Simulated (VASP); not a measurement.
A run of VASP 6.6.1 is set up as follows.

INCAR

```
PREC = Accurate ; ENCUT = 520
EDIFF = 1E-6 ; ISMEAR = 0
SIGMA = 0.1 ; LREAL = False
LASPH = True ; NELM = 100
ALGO = Normal ; ISIF = 2
LWAVE = False ; LCHARG = False
GGA = PS ; NBANDS = 11
```

Contents of KPOINTS:

```
Automatic mesh
0
Gamma
  28 28 28
```

The input POSCAR:

```
Ni
1.0
   -1.3742438983      1.3742438983      1.3742438983
    1.3742438983     -1.3742438983      1.3742438983
    1.3742438983      1.3742438983     -1.3742438983
Ni
1
Direct
    0.0000000000      0.0000000000      0.0000000000
```

Potentials or basis: VASP PAW PBE potentials, release 64 (Ni).

Launch:

```console
$ cat potpaw_PBE.64/Ni/POTCAR > POTCAR
$ mpirun -np 1 vasp_std > vasp.out
```

(1) Predict the pressure.

(2) What does it give for the band gap on the k mesh?

Results:

(1) 0.0 GPa.

(2) zero (band 5 reaches 10.09 eV, above the bottom of band 6 at 9.01 eV).

Caveat: the PAW data sets were made with another functional, which shifts forces and pressure a little; the run has no spin polarisation, though such a crystal can be magnetic.
